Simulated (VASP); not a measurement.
# P in VASP: notebook

The runs below take P through single point, relaxation of cell and atoms, with r2SCAN.

Program: VASP 6.6.1. These are calculated values, not measurements. Logs are shortened: lines on timing, memory, paths and dates and some standing lists are left out, and cuts for length are marked.

### 1 The cell of the first run

The structure is cubic, space group Pm-3m (No. 221). Conventional cell: a = 2.437 Å, b = 2.437 Å, c = 2.437 Å, α = 90.00°, β = 90.00°, γ = 90.00°. P (site symmetry m-3m) has 6 P at 2.44 Å within 3.2 Å.

### 2 Single point, r2SCAN

Input file POSCAR:

```
P
1.0
    2.4373467465      0.0000000000      0.0000000000
    0.0000000000      2.4373467465      0.0000000000
    0.0000000000      0.0000000000      2.4373467465
P
1
Direct
    0.0000000000      0.0000000000      0.0000000000
```

Input file INCAR.step1:

```
SYSTEM = P
ALGO = Normal ; EDIFF = 1E-4
ENCUT = 520 ; GGA = PE
ISMEAR = 0 ; LASPH = .TRUE.
LCHARG = .FALSE. ; LREAL = .FALSE.
LWAVE = .TRUE. ; NBANDS = 8
NELM = 100 ; PREC = Accurate
SIGMA = 0.1
```

Input file INCAR.step2:

```
SYSTEM = P
ALGO = Normal ; EDIFF = 1E-6
ENCUT = 520 ; ISIF = 2
ISMEAR = 0 ; ISTART = 1
LASPH = .TRUE. ; LCHARG = .FALSE.
LMIXTAU = .TRUE. ; LREAL = .FALSE.
LWAVE = .FALSE. ; METAGGA = R2SCAN
NBANDS = 8 ; NELM = 100
PREC = Accurate ; SIGMA = 0.1
```

Input file KPOINTS:

```
k-points
0
G
  18 18 18
  0 0 0
```

Potentials or basis: VASP PAW PBE potentials, release 64 (P).

Started as:

```console
cat potpaw_PBE.64/P/POTCAR > POTCAR
cp INCAR.step1 INCAR
mpirun -np 1 vasp_std > vasp.out
cp INCAR.step2 INCAR
mpirun -np 1 vasp_std > vasp.out
```

OUTCAR:

```text
SYSTEM = P
   EDIFF = 1E-6
   ENCUT = 520
   ISIF = 2
   ISMEAR = 0
   ISTART = 1
   LASPH = .TRUE.
   LREAL = .FALSE.
   METAGGA = R2SCAN
   NELM = 100
   PREC = Accurate

 ion  position               nearest neighbor table
   1  0.000  0.000  0.000-

  LATTYP: Found a simple cubic cell.
 ALAT       =     2.4373467465

  Lattice vectors:

 A1 = (   2.4373467465,   0.0000000000,   0.0000000000)
 A2 = (   0.0000000000,   2.4373467465,   0.0000000000)
 A3 = (   0.0000000000,   0.0000000000,   2.4373467465)

Analysis of symmetry for initial positions (statically):
=====================================================================
 Subroutine PRICEL returns:
 Original cell was already a primitive cell.

 Routine SETGRP: Setting up the symmetry group for a
 simple cubic supercell.

 Subroutine GETGRP returns: Found 48 space group operations
[... 9 lines left out ...]

 Routine SETGRP: Setting up the symmetry group for a
 simple cubic supercell.

 Subroutine GETGRP returns: Found 48 space group operations
[... 11 lines left out ...]
                                     Primitive cell

  volume of cell :      14.4794

  direct lattice vectors                    reciprocal lattice vectors
     2.437346746  0.000000000  0.000000000     0.410282206  0.000000000  0.000000000
     0.000000000  2.437346746  0.000000000     0.000000000  0.410282206  0.000000000
     0.000000000  0.000000000  2.437346746     0.000000000  0.000000000  0.410282206

  length of vectors
     2.437346746  2.437346746  2.437346746     0.410282206  0.410282206  0.410282206

  position of ions in fractional coordinates (direct lattice)
     0.000000000  0.000000000  0.000000000

  ion indices of the primitive-cell ions
   primitive index   ion index
                 1           1

----------------------------------------------------------------------------------------

 KPOINTS: k-points

Automatic generation of k-mesh.
 Grid dimensions read from file:
 generate k-points for:   18   18   18

 Generating k-lattice:

  Cartesian coordinates                     Fractional coordinates (reciprocal lattice)
     0.022793456  0.000000000  0.000000000     0.055555556  0.000000000  0.000000000
     0.000000000  0.022793456  0.000000000     0.000000000  0.055555556  0.000000000
     0.000000000  0.000000000  0.022793456     0.000000000  0.000000000  0.055555556

  Length of vectors
     0.022793456  0.022793456  0.022793456

  Shift w.r.t. Gamma in fractional coordinates (k-lattice)
     0.000000000  0.000000000  0.000000000

 Subroutine IBZKPT returns following result:
 ===========================================

 Found    220 irreducible k-points:

 Following reciprocal coordinates:
            Coordinates               Weight
  0.000000  0.000000  0.000000      1.000000
  0.055556  0.000000  0.000000      6.000000
  0.111111  0.000000  0.000000      6.000000
  0.166667  0.000000  0.000000      6.000000
  0.222222  0.000000  0.000000      6.000000
  0.277778  0.000000  0.000000      6.000000
[... 16 lines left out ...]
  0.277778  0.111111  0.000000     24.000000
  0.333333  0.111111  0.000000     24.000000
 [... further k-points ...]
   k-points           NKPTS =    220   k-points in BZ     NKDIM =    220   number of bands    NBANDS=      8
   number of dos      NEDOS =    301   number of ions     NIONS =      1
   total plane-waves  NPLWV =   5832
   dimension x,y,z NGX =    18 NGY =   18 NGZ =   18
   dimension x,y,z NGXF=    36 NGYF=   36 NGZF=   36
   ions per type =               1
   NGX,Y,Z   is equivalent  to a cutoff of  12.28, 12.28, 12.28 a.u.
   NGXF,Y,Z  is equivalent  to a cutoff of  24.55, 24.55, 24.55 a.u.
 SYSTEM =  P
   PREC   = accura    normal or accurate (medium, high low for compatibility)
   ISTART =      1    job   : 0-new  1-cont  2-samecut
   ICHARG =      0    charge: 1-file 2-atom 10-const
   ISPIN  =      1    spin polarized calculation?
   LNONCOLLINEAR =      F non collinear calculations
   LSORBIT =      F    spin-orbit coupling
   LASPH  =      T    aspherical Exc in radial PAW
[... 52 lines left out ...]
      6      21.5819      0.00000
      7      27.6288      0.00000
      8      31.9782      0.00000

 k-point     5 :       0.2222    0.0000    0.0000
  band No.  band energies     occupation
      1      -6.5319      2.00000
      2       7.4143      2.00000
      3      15.9651      0.00000
      4      15.9651      0.00000
      5      17.7270      0.00000
      6      22.8114      0.00000
      7      29.2676      0.00000
      8      30.2611      0.00000

 k-point     6 :       0.2778    0.0000    0.0000
  band No.  band energies     occupation
      1      -5.8895      2.00000
      2       5.5374      2.00000
      3      16.4444      0.00000
      4      16.4444      0.00000
      5      18.1656      0.00000
      6      23.8753      0.00000
      7      28.6383      0.00000
      8      28.6383      0.00000

 k-point     7 :       0.3333    0.0000    0.0000
  band No.  band energies     occupation
      1      -5.1321      2.00000
      2       3.8103      2.00000
      3      16.9776      0.00000
      4      16.9776      0.00000
      5      18.6301      0.00000
      6      24.8973      0.00000
      7      27.1894      0.00000
      8      27.1894      0.00000
[... 133 lines left out ...]
 k-point    20 :       0.1111    0.1111    0.0000
  band No.  band energies     occupation
      1      -7.1133      2.00000
      2      11.2123      0.00000
      3      12.4063      0.00000
      4      15.5178      0.00000
      5      18.9114      0.00000
      6      21.7371      0.00000
      7      26.9298      0.00000
      8      31.6083      0.00000

 k-point    21 :       0.1667    0.1111    0.0000
  band No.  band energies     occupation
      1      -6.7452      2.00000
      2       9.5611      1.40832
      3      12.3050      0.00000
      4      15.8065      0.00000
      5      19.4119      0.00000
      6      23.2468      0.00000
      7      27.5276      0.00000
      8      30.2931      0.00000

 k-point    22 :       0.2222    0.1111    0.0000
  band No.  band energies     occupation
      1      -6.2357      2.00000
      2       7.6355      2.00000
      3      12.6615      0.00000
      4      16.1983      0.00000
      5      19.8777      0.00000
      6      24.4228      0.00000
      7      27.2320      0.00000
      8      30.4090      0.00000

 k-point    23 :       0.2778    0.1111    0.0000
  band No.  band energies     occupation
      1      -5.5935      2.00000
      2       5.7839      2.00000
      3      13.1496      0.00000
      4      16.6759      0.00000
      5      20.3743      0.00000
      6      24.7778      0.00000
      7      26.5763      0.00000
      8      28.8545      0.00000

 k-point    24 :       0.3333    0.1111    0.0000
  band No.  band energies     occupation
      1      -4.8361      2.00000
      2       4.0689      2.00000
      3      13.7068      0.00000
      4      17.2069      0.00000
      5      20.8825      0.00000
      6      23.8646      0.00000
      7      27.0427      0.00000
      8      27.4115      0.00000

 [... further k-points ...]

------------------------ aborting loop because EDIFF is reached ----------------------------------------

  FORCE on cell =-STRESS in cart. coord.  units (eV):
  Direction    XX          YY          ZZ          XY          YZ          ZX
  --------------------------------------------------------------------------------------
  -------------------------------------------------------------------------------------
  Total       -0.0386386     -0.0386386     -0.0386386     -0.0000000      0.0000000     -0.0000000
  in kB       -4.2754376     -4.2754376     -4.2754376     -0.0000000      0.0000000     -0.0000000
  external PRESSURE =      -4.2754376 kB  Pullay stress =       0.0000000 kB

 VOLUME and BASIS-vectors are now :
 -----------------------------------------------------------------------------
  energy-cutoff  :      520.00
  volume of cell :       14.48
      direct lattice vectors                 reciprocal lattice vectors
     2.437346746  0.000000000  0.000000000     0.410282206  0.000000000  0.000000000
     0.000000000  2.437346746  0.000000000     0.000000000  0.410282206  0.000000000
     0.000000000  0.000000000  2.437346746     0.000000000  0.000000000  0.410282206

 POSITION                                       TOTAL-FORCE (eV/Angst)
 -----------------------------------------------------------------------------------
      0.00000      0.00000      0.00000         0.000000      0.000000      0.000000
 -----------------------------------------------------------------------------------
    total drift:                                0.000000      0.000000      0.000000

  FREE ENERGIE OF THE ION-ELECTRON SYSTEM (eV)
  ---------------------------------------------------
  free  energy   TOTEN  =        -8.8090780634 eV

  energy  without entropy=       -8.8066202739  energy(sigma->0) =       -8.80784917
```

Wall time 38 s (1 thread of Intel Xeon Platinum 8488C (Sapphire Rapids), shared host); peak memory 0.13 GiB.

Results:

- Free energy: -8.8091 eV
- Pressure: -0.4 GPa

Caveat: the PAW data sets were made with another functional, which shifts forces and pressure a little.

### 3 Relaxation of cell and atoms, r2SCAN

This run uses another cell than the first one, of 14.42 Å³/atom, 0.996 times its volume.

Input file POSCAR:

```
P
1.0
    2.4339086054      0.0000000000      0.0000000000
    0.0000000000      2.4339086054      0.0000000000
    0.0000000000      0.0000000000      2.4339097931
P
1
Direct
    0.0000000000      0.0000000000      0.0000000000
```

Input file INCAR.step1:

```
SYSTEM = P
ALGO = Normal
EDIFF = 1E-4
ENCUT = 600
GGA = PE
ISMEAR = 0
LASPH = .True.
LCHARG = .False.
LREAL = .False.
LWAVE = .True.
NELM = 100
PREC = Accurate
SIGMA = 0.1
```

Input file INCAR.step2:

```
SYSTEM = P
ALGO = Normal
EDIFF = 1E-6
EDIFFG = -0.005
ENCUT = 600
IBRION = 2
ISIF = 3
ISMEAR = 0
ISTART = 1
LASPH = .True.
LCHARG = .False.
LMIXTAU = .True.
LREAL = .False.
LWAVE = .False.
METAGGA = R2SCAN
NELM = 100
NSW = 100
PREC = Accurate
SIGMA = 0.1
```

Input file KPOINTS:

```
k-points
0
Gamma
  18 18 18
  0 0 0
```

Potentials or basis: VASP PAW PBE potentials, release 64 (P).

Started as:

```console
cat potpaw_PBE.64/P/POTCAR > POTCAR
cp INCAR.step1 INCAR
mpirun -np 1 vasp_std > vasp.out
cp INCAR.step2 INCAR
mpirun -np 1 vasp_std > vasp.out
```

Run time: 35 s. Hardware: 1 thread of Intel Xeon Platinum 8488C (Sapphire Rapids), shared host; peak memory 0.13 GiB.

The run converged. Its results:

| Item | Value |
| --- | --- |
| Free energy | -8.8095 eV |
| Pressure after relaxing | 0.0 GPa |

Final structure:
```cif
data_structure
_symmetry_space_group_name_H-M 'P 1'
_symmetry_Int_Tables_number 1
_cell_length_a 2.4339
_cell_length_b 2.4339
_cell_length_c 2.4339
_cell_angle_alpha 90.000
_cell_angle_beta 90.000
_cell_angle_gamma 90.000
_cell_volume 14.42
loop_
_atom_site_label
_atom_site_type_symbol
_atom_site_fract_x
_atom_site_fract_y
_atom_site_fract_z
_atom_site_occupancy
P1 P 0.00000 0.00000 0.00000 1
```

Levels at points of the mesh, in eV from the Fermi level:
```tsv
k point	band 1	band 2	band 3	band 4	band 5	band 6
(0.00, 0.00, 0.00)	-17.35	5.47	5.47	5.47	7.24	7.24
(0.50, 0.00, 0.00)	-12.77	-9.07	8.53	8.53	9.89	15.30
(0.50, 0.50, 0.00)	-7.72	-5.55	-5.55	1.33	11.40	17.97
(0.50, 0.50, 0.50)	-2.31	-2.31	-2.31	-1.27	5.11	5.11
```

Caveat: the relaxation stopped at its first step, so nothing moved; the PAW data sets were made with another functional, which shifts forces and pressure a little.

### 4 Single point, r2SCAN

This run uses another cell than the first one, of 79.93 Å³/atom, 5.520 times its volume.

Input file POSCAR:

```
P
1.0
    4.2729048574      0.0000000000      0.0000000000
    0.0000000000      4.2729048574      0.0000000000
    0.0000000000      0.0000000000      4.3780000000
P
1
Direct
    0.0000000000      0.0000000000      0.0000000000
```

Input file INCAR.step1:

```
PREC = Accurate ; ENCUT = 520
ISMEAR = 0 ; SIGMA = 0.1
LREAL = F ; LASPH = T
NELM = 100 ; NBANDS = 8
GGA = PE ; ALGO = Normal
EDIFF = 1E-4 ; LWAVE = T
LCHARG = F
```

Input file INCAR.step2:

```
PREC = Accurate ; ENCUT = 520
EDIFF = 1E-7 ; ISMEAR = 0
SIGMA = 0.1 ; LREAL = F
LASPH = T ; NELM = 100
ALGO = Normal ; ISIF = 2
LWAVE = F ; LCHARG = T
METAGGA = R2SCAN ; LMIXTAU = T
LELF = T ; LVHAR = T
NBANDS = 8 ; ISTART = 1
```

Input file KPOINTS:

```
Automatic mesh
0
Gamma
  4 4 4
```

Started as:

```console
cat potpaw_PBE.64/P/POTCAR > POTCAR
cp INCAR.step1 INCAR
mpirun -np 1 vasp_std > vasp.out
cp INCAR.step2 INCAR
mpirun -np 1 vasp_std > vasp.out
```

It took 17 s on 1 thread of Intel Xeon 6975P-C (Granite Rapids), shared host; peak memory 0.18 GiB.

It converged, with:

| Item | Value |
| --- | --- |
| Free energy | -4.2073 eV |
| Pressure | -3.6 GPa |

Stress tensor (GPa, compression positive):
```
-3.70  0.00  0.00
 0.00 -3.70  0.00
 0.00  0.00 -3.33
```

Levels at points of the mesh, in eV from the Fermi level:
```csv
k point,band 1,band 2,band 3,band 4,band 5,band 6
"(0.00, 0.00, 0.00)",-9.18,0.46,0.57,0.57,5.01,8.07
"(0.50, 0.00, 0.00)",-9.00,-0.86,0.62,0.73,7.11,7.81
"(0.50, 0.50, 0.00)",-8.83,-0.55,-0.55,0.76,6.13,8.87
"(0.00, 0.00, 0.50)",-9.03,-0.81,0.70,0.70,7.09,7.74
"(0.50, 0.00, 0.50)",-8.86,-0.59,-0.50,0.84,6.11,8.87
"(0.50, 0.50, 0.50)",-8.70,-0.33,-0.33,-0.24,7.32,7.41
```

Caveat: the k points lie up to 0.37 Å⁻¹ apart; the PAW data sets were made with another functional, which shifts forces and pressure a little.

### 5 Relaxation of cell and atoms, r2SCAN

This run uses another cell than the first one, of 79.93 Å³/atom, 5.520 times its volume.

POSCAR is that of step 4.

Input file INCAR.step1:

```
  ALGO = Normal
  EDIFF = 1E-4
  ENCUT = 600
  GGA = PE
  ISMEAR = 0
  LASPH = T
  LCHARG = F
  LREAL = F
  LWAVE = T
  NELM = 100
  PREC = Accurate
  SIGMA = 0.1
```

Input file INCAR.step2:

```
  ALGO = Normal
  EDIFF = 1E-6
  EDIFFG = -0.005
  ENCUT = 600
  IBRION = 2
  ISIF = 3
  ISMEAR = 0
  ISTART = 1
  LASPH = T
  LCHARG = F
  LMIXTAU = T
  LREAL = F
  LWAVE = F
  METAGGA = R2SCAN
  NELM = 100
  NSW = 100
  PREC = Accurate
  SIGMA = 0.1
```

Input file KPOINTS:

```
k-points
0
Gamma
  10 10 10
```

Started as:

```console
cat potpaw_PBE.64/P/POTCAR > POTCAR
cp INCAR.step1 INCAR
mpirun -np 1 vasp_std > vasp.out
cp INCAR.step2 INCAR
mpirun -np 1 vasp_std > vasp.out
```

It took 31 min on 1 thread of Intel Xeon Platinum 8488C (Sapphire Rapids), shared host; peak memory 0.3 GiB.

Results (log left out):

```yaml
Free_energy: -8.8418 eV
Relaxed_volume: 14.37 Å³/atom
Relaxed_cell: a = 2.431 Å, b = 2.431 Å, c = 2.431 Å, α = 90.00°, β = 90.00°, γ = 90.00°
Space_group_after_relaxing_to_0.05_Å: Pm-3m (No. 221)
Energy_gained_by_relaxing: 4522.5 meV/atom
Ionic_steps: 20
Pressure_after_relaxing: 0.0 GPa
```

The path:
```
step  energy change (eV)  largest force (eV/Å)  pressure (GPa)  volume (Å³)
   1              0.0000                0.0000           -4.02        79.93
   2             -0.7204                0.0000           -7.33        58.90
   3             -2.8423                0.0000          -17.62        30.27
   4             24.2048                0.0000         2503.83         3.83
   5             -3.1003                0.0000          -18.60        27.99
   6             -4.1917                0.0000           34.24        12.19
   7             -4.2329                0.0000          -15.17        18.29
   8             -4.4102                0.0000           -7.30        15.73
   9             -4.4325                0.0000            0.88        14.50
  10             -4.2094                0.0000           33.99        12.15
  11             -4.4897                0.0000            7.14        13.73
  12             -4.4927                0.0000            8.30        13.61
  13             -4.4569                0.0000           -6.72        15.47
  14             -4.5222                0.0000            0.37        14.32
  15             -4.5222                0.0000            0.51        14.31
  16             -4.5224                0.0000           -0.48        14.42
  17             -4.5224                0.0000           -0.14        14.38
  18             -4.5224                0.0000           -0.18        14.39
  19             -4.5225                0.0000            0.02        14.36
  20             -4.5225                0.0000           -0.04        14.37
```

Final structure:
```cif
data_structure
_symmetry_space_group_name_H-M 'P 1'
_symmetry_Int_Tables_number 1
_cell_length_a 2.4313
_cell_length_b 2.4313
_cell_length_c 2.4311
_cell_angle_alpha 90.000
_cell_angle_beta 90.000
_cell_angle_gamma 90.000
_cell_volume 14.37
loop_
_atom_site_label
_atom_site_type_symbol
_atom_site_fract_x
_atom_site_fract_y
_atom_site_fract_z
_atom_site_occupancy
P1 P 0.00000 0.00000 0.00000 1
```

Levels at points of the mesh, in eV from the Fermi level:
| k point | band 1 | band 2 | band 3 | band 4 | band 5 | band 6 |
| --- | --- | --- | --- | --- | --- | --- |
| (0.00, 0.00, 0.00) | -17.70 | 5.18 | 5.18 | 5.18 | 6.91 | 6.92 |
| (0.50, 0.00, 0.00) | -13.10 | -9.41 | 8.25 | 8.25 | 9.58 | 15.00 |
| (0.50, 0.50, 0.00) | -8.03 | -5.89 | -5.89 | 1.00 | 11.14 | 18.09 |
| (0.00, 0.00, 0.50) | -13.10 | -9.41 | 8.25 | 8.25 | 9.58 | 17.78 |
| (0.50, 0.00, 0.50) | -8.03 | -5.89 | -5.88 | 1.00 | 11.14 | 18.09 |
| (0.50, 0.50, 0.50) | -2.63 | -2.63 | -2.63 | -1.54 | 4.78 | 4.78 |

Caveat: the volume moved by over 15 % at a fixed basis, so the end points are rough; the PAW data sets were made with another functional, which shifts forces and pressure a little; the volume moved by -82 % from the deposited cell, more than functionals usually miss.

### 6 Summary

```tsv
task	cell	k mesh	cutoff (eV)	gap on the mesh (eV)	pressure (GPa)
single point	a = 2.437 Å, 1 atom	18 × 18 × 18	520	none	-0.4
relaxation of cell and atoms	relaxed from a = 2.434 Å, 1 atom	18 × 18 × 18	600	none	0.0
single point	a = 4.273, b = 4.273, c = 4.378 Å, 1 atom	4 × 4 × 4	520	none	-3.6
relaxation of cell and atoms	relaxed from a = 4.273, b = 4.273, c = 4.378 Å, 1 atom	10 × 10 × 10	600	none	0.0
```

Alike in all rows: level r2SCAN; potentials or basis VASP PAW PBE potentials, release 64 (P); no spin polarisation; smearing gaussian 0.1 eV.

Caveats: some runs use coarse meshes; the PAW data sets were made with another functional, which shifts forces and pressure a little; the relaxation stopped at its first step, so nothing moved (some runs); the volume moved by over 15 % at a fixed basis, so the end points are rough (some runs); the volume moved by -82 % from the deposited cell, more than functionals usually miss (some runs).

Total energies depend on the potentials used, so only differences within one code and one set of settings carry meaning.
